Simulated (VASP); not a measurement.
# HfN (Pm-3m) in VASP: further runs

Aim: see how the results for HfN move with the level of theory and the settings. Levels: B3LYP, HSE06, PBE-based screened hybrid with 25 % exact exchange, PBEsol-based screened hybrid with 25 % exact exchange. Tasks: single point.

Everything below comes from runs of VASP 6.6.1. Logs are shortened: lines on timing, memory, paths and dates and some standing lists are left out, and cuts for length are marked.

### 1 The cell of the first run

It takes space group Pm-3m (No. 221, cubic). The conventional cell has a = 2.825 Å, b = 2.825 Å, c = 2.825 Å, α = 90.00°, β = 90.00°, γ = 90.00°. Within 3.2 Å of Hf (site symmetry m-3m) lie 8 N at 2.45 Å and 6 Hf at 2.83 Å. Within 3.2 Å of N (site symmetry m-3m) lie 8 Hf at 2.45 Å and 6 N at 2.83 Å.

### 2 Single point, B3LYP

Contents of POSCAR:

```
HfN
1.0
    2.8250300000      0.0000000000      0.0000000000
    0.0000000000      2.8250300000      0.0000000000
    0.0000000000      0.0000000000      2.8250300000
Hf N
1 1
Direct
    0.5000000000      0.5000000000      0.5000000000
    0.0000000000      0.0000000000      0.0000000000
```

Contents of INCAR.step1:

```
SYSTEM = HfN
  PREC = Accurate
  ENCUT = 520
  EDIFF = 1E-5
  ISMEAR = -1
  SIGMA = 0.05
  LREAL = .FALSE.
  LASPH = .TRUE.
  NELM = 60
  ALGO = Normal
  ISIF = 2
  LWAVE = .TRUE.
  NBANDS = 14
  GGA = PE
```

Contents of INCAR.step2:

```
SYSTEM = HfN
  PREC = Accurate
  ENCUT = 520
  EDIFF = 1E-6
  ISMEAR = -1
  SIGMA = 0.05
  LREAL = .FALSE.
  LASPH = .TRUE.
  NELM = 60
  ALGO = Normal
  ISIF = 2
  LWAVE = .FALSE.
  LCHARG = .TRUE.
  GGA = B3
  LHFCALC = .TRUE.
  AEXX = 0.2
  AGGAX = 0.72
  AGGAC = 0.81
  ALDAC = 0.19
  PRECFOCK = Normal
  LELF = .TRUE.
  LVHAR = .TRUE.
  NBANDS = 14
  ISTART = 1
```

Contents of KPOINTS:

```
Automatic mesh
0
G
  5 5 5
  0 0 0
```

Potentials or basis: VASP PAW PBE potentials, release 64 (Hf_pv, N).

Started as:

```bash
> cat potpaw_PBE.64/Hf_pv/POTCAR potpaw_PBE.64/N/POTCAR > POTCAR
> cp INCAR.step1 INCAR
> mpirun -np 1 vasp_std > vasp.out
> cp INCAR.step2 INCAR
> mpirun -np 1 vasp_std > vasp.out
```

OUTCAR:

```text
SYSTEM = HfN
   PREC = Accurate
   ENCUT = 520
   EDIFF = 1E-6
   ISMEAR = -1
   LREAL = .FALSE.
   LASPH = .TRUE.
   NELM = 60
   ISIF = 2
   GGA = B3
   LHFCALC = .TRUE.
   AEXX = 0.2
   PRECFOCK = Normal
   ISTART = 1

 ion  position               nearest neighbor table
   1  0.500  0.500  0.500-   2 2.45   2 2.45   2 2.45   2 2.45   2 2.45   2 2.45   2 2.45   2 2.45

   2  0.000  0.000  0.000-   1 2.45   1 2.45   1 2.45   1 2.45   1 2.45   1 2.45   1 2.45   1 2.45

  LATTYP: Found a simple cubic cell.
 ALAT       =     2.8250300000

  Lattice vectors:

 A1 = (   2.8250300000,   0.0000000000,   0.0000000000)
 A2 = (   0.0000000000,   2.8250300000,   0.0000000000)
 A3 = (   0.0000000000,   0.0000000000,   2.8250300000)

Analysis of symmetry for initial positions (statically):
=====================================================================
 Subroutine PRICEL returns:
 Original cell was already a primitive cell.

 Routine SETGRP: Setting up the symmetry group for a
 simple cubic supercell.

 Subroutine GETGRP returns: Found 48 space group operations
 (whereof 48 operations were pure point group operations)
 out of a pool of 48 trial point group operations.

The static configuration has the point symmetry O_h .

Analysis of symmetry for dynamics (positions and initial velocities):
=====================================================================
 Subroutine PRICEL returns:
 Original cell was already a primitive cell.

 Routine SETGRP: Setting up the symmetry group for a
 simple cubic supercell.

 Subroutine GETGRP returns: Found 48 space group operations
 (whereof 48 operations were pure point group operations)
 out of a pool of 48 trial point group operations.

The dynamic configuration has the point symmetry O_h .

 Subroutine INISYM returns: Found 48 space group operations
 (whereof 48 operations are pure point group operations),
 and found     1 'primitive' translations

----------------------------------------------------------------------------------------

                                     Primitive cell

  volume of cell :      22.5460

  direct lattice vectors                    reciprocal lattice vectors
     2.825030000  0.000000000  0.000000000     0.353978542  0.000000000  0.000000000
     0.000000000  2.825030000  0.000000000     0.000000000  0.353978542  0.000000000
     0.000000000  0.000000000  2.825030000     0.000000000  0.000000000  0.353978542

  length of vectors
     2.825030000  2.825030000  2.825030000     0.353978542  0.353978542  0.353978542

  position of ions in fractional coordinates (direct lattice)
     0.500000000  0.500000000  0.500000000
     0.000000000  0.000000000  0.000000000

  ion indices of the primitive-cell ions
   primitive index   ion index
                 1           1
                 2           2

----------------------------------------------------------------------------------------

 KPOINTS: Automatic mesh

Automatic generation of k-mesh.
 Grid dimensions read from file:
 generate k-points for:    5    5    5

 Generating k-lattice:

  Cartesian coordinates                     Fractional coordinates (reciprocal lattice)
     0.070795708  0.000000000  0.000000000     0.200000000  0.000000000  0.000000000
     0.000000000  0.070795708  0.000000000     0.000000000  0.200000000  0.000000000
     0.000000000  0.000000000  0.070795708     0.000000000  0.000000000  0.200000000

  Length of vectors
     0.070795708  0.070795708  0.070795708

  Shift w.r.t. Gamma in fractional coordinates (k-lattice)
     0.000000000  0.000000000  0.000000000

 Subroutine IBZKPT returns following result:
 ===========================================

 Found     10 irreducible k-points:

 Following reciprocal coordinates:
            Coordinates               Weight
  0.000000  0.000000  0.000000      1.000000
  0.200000  0.000000  0.000000      6.000000
  0.400000  0.000000  0.000000      6.000000
  0.200000  0.200000  0.000000     12.000000
  0.400000  0.200000  0.000000     24.000000
  0.400000  0.400000  0.000000     12.000000
  0.200000  0.200000  0.200000      8.000000
  0.400000  0.200000  0.200000     24.000000
  0.400000  0.400000  0.200000     24.000000
  0.400000  0.400000  0.400000      8.000000
   k-points           NKPTS =     10   k-points in BZ     NKDIM =    125   number of bands    NBANDS=     14
   number of dos      NEDOS =    301   number of ions     NIONS =      2
   total plane-waves  NPLWV =  13824
   dimension x,y,z NGX =    24 NGY =   24 NGZ =   24
   dimension x,y,z NGXF=    48 NGYF=   48 NGZF=   48
   ions per type =               1   1
   NGX,Y,Z   is equivalent  to a cutoff of  14.12, 14.12, 14.12 a.u.
   NGXF,Y,Z  is equivalent  to a cutoff of  28.25, 28.25, 28.25 a.u.
 SYSTEM =  HfN
   PREC   = accura    normal or accurate (medium, high low for compatibility)
   ISTART =      1    job   : 0-new  1-cont  2-samecut
   ICHARG =      0    charge: 1-file 2-atom 10-const
   ISPIN  =      1    spin polarized calculation?
   LNONCOLLINEAR =      F non collinear calculations
   LSORBIT =      F    spin-orbit coupling
   LASPH  =      T    aspherical Exc in radial PAW
   ENCUT  =  520.0 eV  38.22 Ry    6.18 a.u.   5.25  5.25  5.25*2*pi/ulx,y,z
   NELM   =     60;   NELMIN=  2; NELMDL=  0     # of ELM steps
   EDIFF  = 0.1E-05   stopping-criterion for ELM
   LREAL  =      F    real-space projection
   EDIFFG = 0.1E-04   stopping-criterion for IOM
   NSW    =      0    number of steps for IOM
   IBRION =     -1    ionic relax: 0-MD 1-quasi-New 2-CG
   NFREE  =      0    steps in history (QN), initial steepest desc. (CG)
   ISIF   =      2    stress and relaxation
   ISYM   =      3    0-nonsym 1-usesym 2-fastsym
   POTIM  = 0.5000    time-step for ionic-motion
   TEBEG  =    0.0;   TEEND  =   0.0 temperature during run
   PSTRESS=    0.0 pullay stress
   NELECT =      15.0000    total number of electrons
   NUPDOWN=      -1.0000    fix difference up-down
   EMIN   =  10.00;   EMAX   =-10.00  energy-range for DOS
   EFERMI =   0.00;   METHOD = LEGACY
   ISMEAR =    -1;   SIGMA  =   0.05  broadening in eV -4-tet -1-fermi 0-gaus
   EFERMI_NEDOS =   21; number of points for ismear=-14 and -15
   IALGO  =     38    algorithm
   IMIX   =      1    mixing-type and parameters
     AMIX     =   0.40;   BMIX     =  1.00
     AMIX_MAG =   1.60;   BMIX_MAG =  1.00
  volume/ion in A,a.u.               =      11.27        76.07
  Fermi-wavevector in a.u.,A,eV,Ry     =   1.429164  2.700729 27.790047  2.042511
  Thomas-Fermi vector in A             =   2.549148
   LORBIT       =      0    0 simple, 1 ext, 2 COOP (PROOUT), +10 PAW based schemes
   GGA     = B3    functional components
   LHFCALC =     T    Hartree Fock is set to
   PRECFOCK=normal    Normal, Fast or Accurate (Low or Medium for compatibility)
   ENCUT4O =  -1.0   cutoff for four orbital integrals eV
   NKREDX  =     1    reduce k-point grid by
   NKREDY  =     1    reduce k-point grid by
   NKREDZ  =     1    reduce k-point grid by
   AEXX    =    0.2000 exact exchange contribution
   HFSCREEN=    0.0000 screening length (either q_TF or 0.3 A-1)
   HFSCREENC=   0.0000 screening length for correlation (either q_TF or 0.3 A-1)
   ENCUTFOCK=  -1.0 apply spherical cutoff to Coloumb kernel
   IVDW    =     0    specifies the selected vdW correction
   LEPSILON=     F    determine dielectric tensor
   LRPA    =     F    only Hartree local field effects (RPA)
 non-spin polarized calculation
  energy-cutoff  :      520.00
  volume of cell :       22.55
 maximum number of plane-waves:       619
 NGX is ok and might be reduce to    24
  NGX = 16; NGY = 16; NGZ = 16

 number of electron      15.0000000 magnetization

 Free energy of the ion-electron system (eV)
  ---------------------------------------------------
  ext. energy  EPLUGINS =         0.00000000
  ---------------------------------------------------
  free energy    TOTEN  =       -22.32763102 eV

  energy without entropy =      -22.32619689  energy(sigma->0) =      -22.32691396

 E-fermi :   8.3817     XC(G=0): -10.2641

 val. band max:        6.8567801523   @ k =   0.4000   0.2000   0.0000
 cond. band min:       8.5028537043   @ k =   0.2000   0.0000   0.0000
 fundamental gap:      1.6460735520
 Fermi energy:         8.3816934156

 k-point     1 :       0.0000    0.0000    0.0000
  band No.  band energies     occupation
      1     -24.8403      2.00000
      2     -24.8403      2.00000
      3     -24.8403      2.00000
      4     -10.4300      2.00000
      5       4.7059      2.00000
      6       4.7059      2.00000
      7       5.7985      2.00000
      8       5.7985      2.00000
      9       5.7985      2.00000
     10      12.0374      0.00000
     11      14.7840      0.00000
     12      14.7840      0.00000
     13      14.7840      0.00000
     14      21.2984      0.00000

 k-point     2 :       0.2000    0.0000    0.0000
  band No.  band energies     occupation
      1     -25.3758      2.00000
      2     -24.7922      2.00000
      3     -24.7922      2.00000
      4      -9.6785      2.00000
      5       2.2944      2.00000
      6       5.0561      2.00000
      7       5.1813      2.00000
      8       5.1813      2.00000
      9       8.5029      0.16284
     10      14.0634      0.00000
     11      15.0056      0.00000
     12      15.0324      0.00000
     13      15.0325      0.00000
     14      21.2987      0.00000
[... 105 lines left out ...]
      1     -25.8504      2.00000
      2     -25.8242      2.00000
      3     -25.0513      2.00000
      4      -8.0593      2.00000
      5       1.2665      2.00000
      6       1.6863      2.00000
      7       3.8121      2.00000
      8       9.1711      0.00000
      9      12.0070      0.00000
     10      12.7069      0.00000
     11      14.7438      0.00000
     12      16.0034      0.00000
     13      19.1248      0.00000
     14      21.3020      0.00000

 k-point    10 :       0.4000    0.4000    0.4000
  band No.  band energies     occupation
      1     -25.7339      2.00000
      2     -25.7021      2.00000
      3     -25.7021      2.00000
      4      -7.3460      2.00000
      5       0.2631      2.00000
      6       0.2631      2.00000
      7       1.3161      2.00000
      8      13.4993      0.00000
      9      14.2429      0.00000
     10      14.2429      0.00000
     11      16.3770      0.00000
     12      16.3770      0.00000
     13      18.4661      0.00000
     14      21.2987      0.00000

------------------------ aborting loop because EDIFF is reached ----------------------------------------

  FORCE on cell =-STRESS in cart. coord.  units (eV):
  Direction    XX          YY          ZZ          XY          YZ          ZX
  --------------------------------------------------------------------------------------
  -------------------------------------------------------------------------------------
  Total       -0.2691654     -0.2691654     -0.2691654     -0.0000000     -0.0000000     -0.0000000
  in kB      -19.1276033    -19.1276033    -19.1276033     -0.0000000     -0.0000000     -0.0000000
  external PRESSURE =     -19.1276033 kB  Pullay stress =       0.0000000 kB

 VOLUME and BASIS-vectors are now :
 -----------------------------------------------------------------------------
  energy-cutoff  :      520.00
  volume of cell :       22.55
      direct lattice vectors                 reciprocal lattice vectors
     2.825030000  0.000000000  0.000000000     0.353978542  0.000000000  0.000000000
     0.000000000  2.825030000  0.000000000     0.000000000  0.353978542  0.000000000
     0.000000000  0.000000000  2.825030000     0.000000000  0.000000000  0.353978542

 POSITION                                       TOTAL-FORCE (eV/Angst)
 -----------------------------------------------------------------------------------
      1.41251      1.41251      1.41251         0.000000      0.000000      0.000000
      0.00000      0.00000      0.00000         0.000000      0.000000      0.000000
 -----------------------------------------------------------------------------------
    total drift:                               -0.000000      0.000000      0.000000

  FREE ENERGIE OF THE ION-ELECTRON SYSTEM (eV)
  ---------------------------------------------------
  free  energy   TOTEN  =       -22.3276310193 eV

  energy  without entropy=      -22.3261968938  energy(sigma->0) =      -22.32691396
```

It took 9.4 min on 1 thread of AMD EPYC 7R43 (Zen 3), shared host; peak memory 0.11 GiB.

What came out:

| Item | Value |
| --- | --- |
| Free energy | -22.3276 eV |
| Pressure | -1.9 GPa |
| Band gap on the k mesh | zero (an odd number of electrons rules out a gap without spin polarisation) |

Caveat: the k points lie up to 0.44 Å⁻¹ apart, too coarse for converged energies and pressures of a metal; the PAW data sets were made with another functional, which shifts forces and pressure a little; spin-orbit coupling is left out, which moves the levels of the heavy elements.

### 3 Single point, B3LYP

This run uses another cell than the first one, of 11.34 Å³/atom.

Contents of POSCAR:

```
HfN
1.0
    2.8305356700      0.0000000000      0.0000000000
    0.0000000000      2.8305356700      0.0000000000
    0.0000000000      0.0000000000      2.8305356700
Hf N
1 1
Direct
    0.5000000000      0.5000000000      0.5000000000
    0.0000000000      0.0000000000      0.0000000000
```

Contents of INCAR.step1:

```
SYSTEM = HfN
PREC     = Accurate       ! precision mode
ENCUT    = 520            ! plane-wave cutoff, eV
EDIFF    = 1E-5           ! SCF threshold, eV
ISMEAR   = -1             ! smearing method
SIGMA    = 0.05           ! smearing width, eV
LREAL    = .FALSE.        ! projectors in reciprocal space
LASPH    = .TRUE.         ! aspherical terms in the spheres
NELM     = 60             ! most SCF steps
ALGO     = Normal         ! electronic algorithm
ISIF     = 2              ! what is computed and relaxed
LWAVE    = .TRUE.         ! write WAVECAR
NBANDS   = 14             ! bands
GGA      = PE             ! functional
```

Contents of INCAR.step2:

```
SYSTEM = HfN
PREC     = Accurate       ! precision mode
ENCUT    = 520            ! plane-wave cutoff, eV
EDIFF    = 1E-6           ! SCF threshold, eV
ISMEAR   = -1             ! smearing method
SIGMA    = 0.05           ! smearing width, eV
LREAL    = .FALSE.        ! projectors in reciprocal space
LASPH    = .TRUE.         ! aspherical terms in the spheres
NELM     = 60             ! most SCF steps
ALGO     = Normal         ! electronic algorithm
ISIF     = 2              ! what is computed and relaxed
LWAVE    = .FALSE.        ! write WAVECAR
LCHARG   = .TRUE.         ! write CHGCAR
GGA      = B3             ! functional
LHFCALC  = .TRUE.         ! exact exchange
AEXX     = 0.2            ! exact-exchange fraction
AGGAX    = 0.72         
AGGAC    = 0.81         
ALDAC    = 0.19         
PRECFOCK = Normal       
LELF     = .TRUE.         ! ELF
LVHAR    = .TRUE.       
NBANDS   = 14             ! bands
ISTART   = 1
```

KPOINTS is that of step 2.

Potentials or basis: VASP PAW PBE potentials, release 64 (Hf_pv, N).

Started as:

```bash
> cat potpaw_PBE.64/Hf_pv/POTCAR potpaw_PBE.64/N/POTCAR > POTCAR
> cp INCAR.step1 INCAR
> mpirun -np 1 vasp_std > vasp.out
> cp INCAR.step2 INCAR
> mpirun -np 1 vasp_std > vasp.out
```

It took 10 min on 1 thread of AMD EPYC 7R43 (Zen 3), shared host; peak memory 0.11 GiB.

Results (log left out):

- Free energy: -22.3255 eV
- Pressure: -3.3 GPa
- Band gap on the k mesh: zero (an odd number of electrons rules out a gap without spin polarisation)

Levels at points of the mesh, in eV from the Fermi level:
| k point | band 5 | band 6 | band 7 | band 8 | band 9 | band 10 | band 11 | band 12 |
| --- | --- | --- | --- | --- | --- | --- | --- | --- |
| (0.00, 0.00, 0.00) | -3.65 | -3.65 | -2.57 | -2.57 | -2.57 | 3.58 | 6.37 | 6.37 |

Caveat: the k points lie up to 0.44 Å⁻¹ apart, too coarse for converged energies and pressures of a metal; the PAW data sets were made with another functional, which shifts forces and pressure a little; spin-orbit coupling is left out, which moves the levels of the heavy elements.

### 4 Single point, HSE06

Contents of POSCAR:

```
HfN
1.0
    2.8250300000      0.0000000000      0.0000000000
    0.0000000000      2.8250300000      0.0000000000
    0.0000000000      0.0000000000      2.8250300000
Hf N
1 1
Direct
    0.5000000000      0.5000000000      0.5000000000
    0.0000000000      0.0000000000      0.0000000000
```

Contents of INCAR.step1:

```
PREC = Accurate
ENCUT = 520
EDIFF = 1E-5
ISMEAR = -1
SIGMA = 0.05
LREAL = False
LASPH = True
NELM = 60
ALGO = Normal
ISIF = 2
LWAVE = True
LCHARG = False
NBANDS = 14
GGA = PE
```

Contents of INCAR.step2:

```
PREC = Accurate
ENCUT = 520
EDIFF = 1E-7
ISMEAR = -1
SIGMA = 0.05
LREAL = False
LASPH = True
NELM = 60
ALGO = Normal
ISIF = 2
LWAVE = False
LCHARG = False
GGA = PE
LHFCALC = True
HFSCREEN = 0.2079
PRECFOCK = Normal
NBANDS = 14
ISTART = 1
```

Contents of KPOINTS:

```
Automatic mesh
0
Gamma
  5 5 5
```

Started as:

```bash
> cat potpaw_PBE.64/Hf_pv/POTCAR potpaw_PBE.64/N/POTCAR > POTCAR
> cp INCAR.step1 INCAR
> mpirun -np 1 vasp_std > vasp.out
> cp INCAR.step2 INCAR
> mpirun -np 1 vasp_std > vasp.out
```

Wall time 9.2 min (1 thread of AMD EPYC 7R43 (Zen 3), shared host); peak memory 0.22 GiB.

Results (log left out):

* Free energy: -23.1628 eV
* Pressure: -11.1 GPa
* Band gap on the k mesh: zero (an odd number of electrons rules out a gap without spin polarisation)

Levels at points of the mesh, in eV from the Fermi level:
| k point | band 4 | band 5 | band 6 | band 7 | band 8 | band 9 | band 10 | band 11 | band 12 | band 13 |
| --- | --- | --- | --- | --- | --- | --- | --- | --- | --- | --- |
| (0.00, 0.00, 0.00) | -18.86 | -3.28 | -3.28 | -2.21 | -2.21 | -2.21 | 3.49 | 6.59 | 6.59 | 6.59 |

Caveat: the k points lie up to 0.44 Å⁻¹ apart, too coarse for converged energies and pressures of a metal; the PAW data sets were made with another functional, which shifts forces and pressure a little; spin-orbit coupling is left out, which moves the levels of the heavy elements.

### 5 Single point, PBE-based screened hybrid with 25 % exact exchange

POSCAR is that of step 4.

Contents of INCAR.step1:

```
  PREC = Accurate
  ENCUT = 520
  EDIFF = 1E-5
  ISMEAR = -1
  SIGMA = 0.05
  LREAL = False
  LASPH = True
  NELM = 60
  ALGO = Normal
  ISIF = 2
  LWAVE = True
  LCHARG = False
  NBANDS = 14
  GGA = PE
```

Contents of INCAR.step2:

```
  PREC = Accurate
  ENCUT = 520
  EDIFF = 1E-6
  ISMEAR = -1
  SIGMA = 0.05
  LREAL = False
  LASPH = True
  NELM = 60
  ALGO = Normal
  ISIF = 2
  LWAVE = False
  LCHARG = False
  GGA = PE
  LHFCALC = True
  AEXX = 0.25
  HFSCREEN = 0.3
  PRECFOCK = Normal
  NBANDS = 14
  ISTART = 1
```

KPOINTS is that of step 4.

Started as:

```bash
> cat potpaw_PBE.64/Hf_pv/POTCAR potpaw_PBE.64/N/POTCAR > POTCAR
> cp INCAR.step1 INCAR
> mpirun -np 1 vasp_std > vasp.out
> cp INCAR.step2 INCAR
> mpirun -np 1 vasp_std > vasp.out
```

It took 5.3 min on 1 thread of AMD EPYC 7R43 (Zen 3), shared host; peak memory 0.21 GiB.

It converged, with:

```
Free energy            : -22.5827 eV
Pressure               : -10.6 GPa
Band gap on the k mesh : zero (an odd number of electrons rules out a gap without spin polarisation)
```

Levels at points of the mesh, in eV from the Fermi level:
```csv
k point,band 6,band 7,band 8,band 9,band 10,band 11
"(0.00, 0.00, 0.00)",-3.16,-2.07,-2.07,-2.07,3.41,6.49
```

Caveat: the k points lie up to 0.44 Å⁻¹ apart, too coarse for converged energies and pressures of a metal; the PAW data sets were made with another functional, which shifts forces and pressure a little; spin-orbit coupling is left out, which moves the levels of the heavy elements.

(Part 1 of 2 ends here.)
